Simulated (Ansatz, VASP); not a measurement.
# Te: VASP beside Ansatz

Contents of INCAR:

```
SYSTEM = Te
  AGGAC = 1.0
  AGGAX = 1.0
  ALDAC = 0.0
  ALDAX = 1.0
  ALGO = Normal
  EDIFF = 1E-6
  ENCUT = 520
  GGA = B5
  ISIF = 2
  ISMEAR = -1
  LASPH = .TRUE.
  LCHARG = .TRUE.
  LELF = .TRUE.
  LREAL = .FALSE.
  LVHAR = .TRUE.
  LWAVE = .FALSE.
  NBANDS = 20
  NELM = 100
  PREC = Accurate
  SIGMA = 0.05
```

KPOINTS

```
k-points
0
G
  4 4 4
  0 0 0
```

The input POSCAR:

```
Te
1.0
    5.2232600000      0.0000000000      0.0000000000
    0.0000000000      5.2232600000      0.0000000000
    0.0000000000      0.0000000000      5.2232600000
Te
4
Direct
    0.8750000000      0.1250000000      0.6250000000
    0.3750000000      0.3750000000      0.3750000000
    0.1250000000      0.6250000000      0.8750000000
    0.6250000000      0.8750000000      0.1250000000
```

File input.yaml:

```yaml
crystal:
  lattice:
    - [5.22326, 0.0, 0.0]
    - [0.0, 5.22326, 0.0]
    - [0.0, 0.0, 5.22326]
  atoms:
    - { symbol: Te, position: [0.875, 0.125, 0.625] }
    - { symbol: Te, position: [0.375, 0.375, 0.375] }
    - { symbol: Te, position: [0.125, 0.625, 0.875] }
    - { symbol: Te, position: [0.625, 0.875, 0.125] }
hamiltonian:
  xc: blyp
  pseudopotentials: { kind: paw }
kpoints:
  mp_grid: { grid: [4, 4, 4] }
  band_path:
    path:
      - [[0.0, 0.0, 0.0], [0.0, 0.5, 0.0], [0.5, 0.5, 0.0], [0.0, 0.0, 0.0], [0.5, 0.5, 0.5], [0.0, 0.5, 0.0]]
      - [[0.5, 0.5, 0.0], [0.5, 0.5, 0.5]]
    npoints: 14
scf:
  occupations: { method: fermi_dirac, width: 0.05 }
  n_extra_bands: 10
output:
  forces: true
  stress: true
  eigenvalues: true
  fatbands: false
```

Alike in both runs: functional BLYP; k mesh 4 × 4 × 4; occupations fermi-dirac, width 0.05 eV; no spin polarisation.

```csv
,VASP,Ansatz
version,VASP 6.6.1,Ansatz 0.2.0
potentials or method,"VASP PAW PBE potentials, release 64 (Te)",Ansatz PAW
plane-wave cutoff (eV),520,420
valence electrons in the cell,24,64
task,single point,band structure
```

|  | VASP | Ansatz | Ansatz less VASP |
| --- | --- | --- | --- |
| gap on the k mesh at the Fermi level (eV) | none | none | - |
| pressure (GPa) | 3.8 | 3.7 | -0.15 |

VASP's potentials were made for PBE, not for BLYP. A gap of «none» marks a metal or a gap that the smearing closes. VASP's potentials hold 24 valence electrons a cell and Ansatz's 64, so a difference there can come from the potentials and not from the codes.

Spin-orbit coupling is off throughout.
